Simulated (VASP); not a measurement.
Set up this calculation in VASP 6.6.1, as the native input.

```yaml
Task: single point
Functional: PBEsol
Potentials_or_basis: VASP PAW PBE potentials, release 64 (Sc_sv)
Cutoff: 520 eV
k_mesh: 10 × 10 × 10
Occupations: methfessel-paxton, width 0.1 eV
Spin: no spin polarisation
Dipole_correction: no
Further_INCAR_settings: ALGO = Normal; EDIFF = 1e-06; NBANDS = 12
```

The structure of Sc lies in POSCAR:

```
Sc
1.0
   -1.8790000000      1.8790000000      2.3805000000
    1.8790000000     -1.8790000000      2.3805000000
    1.8790000000      1.8790000000     -2.3805000000
Sc
1
Direct
    0.0000000000      0.0000000000      0.0000000000
```

These files were run (other wordings do the same):

INCAR

```
ALGO = Normal ; EDIFF = 1E-6
ENCUT = 520 ; GGA = PS
ISIF = 2 ; ISMEAR = 1
LASPH = T ; LCHARG = F
LREAL = F ; LWAVE = F
NBANDS = 12 ; NELM = 100
PREC = Accurate ; SIGMA = 0.1
```

KPOINTS

```
k-points
0
Gamma
  10 10 10
```

Potentials or basis: VASP PAW PBE potentials, release 64 (Sc_sv).

Command:

```sh
$ cat potpaw_PBE.64/Sc_sv/POTCAR > POTCAR
$ mpirun -np 1 vasp_std > vasp.out
```

Results of the run:

| Quantity | Value |
| --- | --- |
| Pressure | -10.7 GPa |
| Band gap on the k mesh | zero (an odd number of electrons rules out a gap without spin polarisation) |

Caveat: the cell stands under tension; the PAW data sets were made with another functional, which shifts forces and pressure a little.

Run time: 44 s on 1 thread of Intel Xeon 8259CL, on a shared host, peak memory 0.18 GiB.
